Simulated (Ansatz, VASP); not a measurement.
**C in VASP and in Ansatz**

POSCAR

```
C
1.0
    4.1527998194      0.0000000000      0.0000000000
   -2.0763999097      3.5964301404      0.0000000000
    0.0000000000      0.0000000000      2.5458468458
C
3
Direct
    0.0000000000      0.0000000000      0.0000000000
    0.3333333333      0.6666666667      0.5000000000
    0.6666666667      0.3333333333      0.5000000000
```

The input INCAR.step1:

```
SYSTEM = C
PREC = Accurate
ENCUT = 600
ISMEAR = 0
SIGMA = 0.1
LREAL = .FALSE.
LASPH = .TRUE.
NELM = 60
GGA = PE
ALGO = Normal
EDIFF = 1E-4
LWAVE = .TRUE.
LCHARG = .FALSE.
```

Contents of INCAR.step2:

```
SYSTEM = C
PREC = Accurate
ENCUT = 600
EDIFF = 1E-6
ISMEAR = 0
SIGMA = 0.1
LREAL = .FALSE.
LASPH = .TRUE.
NELM = 60
ALGO = Normal
ISIF = 3
LWAVE = .FALSE.
LCHARG = .FALSE.
METAGGA = R2SCAN
LMIXTAU = .TRUE.
IBRION = 2
NSW = 90
EDIFFG = -0.04
ISTART = 1
```

KPOINTS

```
regular mesh
0
G
  6 6 6
  0 0 0
```

Input for Ansatz:

```yaml
crystal:
  lattice:
    - [4.1527998194, 0.0, 0.0]
    - [-2.0763999097, 3.5964301404, 0.0]
    - [0.0, 0.0, 2.5458468458]
  atoms:
    - { symbol: C, position: [0.0, 0.0, 0.0] }
    - { symbol: C, position: [0.3333333333, 0.6666666667, 0.5] }
    - { symbol: C, position: [0.6666666667, 0.3333333333, 0.5] }
basis:
  ecutwfc: 500
kpoints:
  mp_grid: { grid: [6, 6, 6] }
hamiltonian:
  xc: r2scan
scf:
  occupations: { method: gaussian, width: 0.1 }
  lower_state_search: "off"
output:
  forces: true
  stress: true
  eigenvalues: true
relax:
  adjacent_minimum: "off"
  f_tol: 0.04
  max_steps: 70
  cell: { stress_tol: 0.4 }
```

Alike in both runs: task relaxation of cell and atoms; functional r2SCAN; k mesh 6 × 6 × 6; occupations gaussian, width 0.1 eV; no spin polarisation.

|  | VASP | Ansatz |
| --- | --- | --- |
| version | VASP 6.6.1 | Ansatz 0.2.0 |
| potentials or method | VASP PAW PBE potentials, release 64 (C), cutoff 600 eV | scalar-relativistic, plane waves, PAW |
| valence electrons in the cell | 12 | 12 |

|  | VASP | Ansatz | Ansatz less VASP |
| --- | --- | --- | --- |
| relaxed volume (Å³/atom) | 11.95 | 16.04 | +4.087 |
| relaxed cell length with the largest relative difference (Å) | 5.725 | 6.627 | +0.9021 |

VASP's potentials were made for PBE, not for r2SCAN.

The k mesh is coarse, so the values compare programs but aren't converged.
